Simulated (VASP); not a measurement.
Input of a VASP 6.6.1 run:

The input INCAR:

```
ALGO = Normal ; EDIFF = 1E-7
EDIFFG = -0.01 ; ENCUT = 600
GGA = PE ; GGA_COMPAT = F
IBRION = 2 ; ISIF = 3
ISMEAR = 0 ; LASPH = T
LCHARG = F ; LREAL = F
LWAVE = F ; NELM = 120
NELMIN = 4 ; NSW = 100
PREC = Accurate ; SIGMA = 0.1
```

The input KPOINTS:

```
k-points
0
Gamma
  9 9 10
```

POSCAR

```
AlNi
1.0
    5.1608193769      0.0000000000      0.0000000000
   -2.5804096885      4.4694006848      0.0000000000
    0.0000000000      0.0000000000      3.9088322624
Al Ni
3 3
Direct
    0.5000000000      0.0000000000      0.0000000000
    0.5000000000      0.5000000000      0.0000000000
    0.0000000000      0.5000000000      0.0000000000
    0.0000000000      0.0000000000      0.0000000000
    0.3333333333      0.6666666667      0.5000000000
    0.6666666667      0.3333333333      0.5000000000
```

Potentials or basis: VASP PAW PBE potentials, release 64 (Al, Ni).

Launch:

```console
$ cat potpaw_PBE.64/Al/POTCAR potpaw_PBE.64/Ni/POTCAR > POTCAR
$ mpirun -np 1 vasp_std > vasp.out
```

Problem. Predict the relaxed cell.

Solution. a = 5.174 Å, b = 5.174 Å, c = 3.901 Å, α = 90.00°, β = 90.00°, γ = 120.00°.

Problem. What does it give for the band gap on the k mesh?

Solution. Zero (an odd number of electrons rules out a gap without spin polarisation).

Problem. Predict the relaxed volume.

Solution. 15.07 Å³/atom.

Problem. What does it give for the space group after relaxing (to 0.1 Å)?

Solution. P6/mmm (No. 191).

The path:
```tsv
step	energy change (eV)	largest force (eV/Å)	pressure (GPa)	volume (Å³)
1	0.0000	0.0000	0.35	90.16
2	-0.0005	0.0000	-0.17	90.59
3	-0.0005	0.0000	-0.08	90.51
4	-0.0007	0.0000	-0.03	90.47
5	-0.0007	0.0000	0.01	90.45
```

Spin polarisation is off, so any magnetic state and its effect on volume and gap are missing.
